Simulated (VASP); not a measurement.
Here is a VASP 6.6.1 calculation.

File INCAR:

```
PREC = Accurate
ENCUT = 600
EDIFF = 1E-6
ISMEAR = -1
SIGMA = 0.1
LREAL = F
LASPH = T
NELM = 120
ALGO = Normal
ISIF = 2
LWAVE = F
LCHARG = F
GGA = PE
NBANDS = 11
GGA_COMPAT = F
```

KPOINTS

```
Automatic mesh
0
Gamma
  6 6 6
```

POSCAR

```
BN
1.0
    0.0000000000      1.8075000000      1.8075000000
    1.8075000000      0.0000000000      1.8075000000
    1.8075000000      1.8075000000      0.0000000000
B N
1 1
Direct
    0.0000000000      0.0000000000      0.0000000000
    0.7500000000      0.7500000000      0.7500000000
```

Potentials or basis: VASP PAW PBE potentials, release 64 (B, N).

Launch:

```console
$ cat potpaw_PBE.64/B/POTCAR potpaw_PBE.64/N/POTCAR > POTCAR
$ mpirun -np 1 vasp_std > vasp.out
```

Question: Estimate the pressure.

Answer: 3.1 GPa.

Question: Estimate the band gap on the k mesh.

Answer: 4.46 eV (least direct gap 8.82 eV).

Caveat: the k points lie up to 0.50 Å⁻¹ apart. A k mesh can miss the band edges.
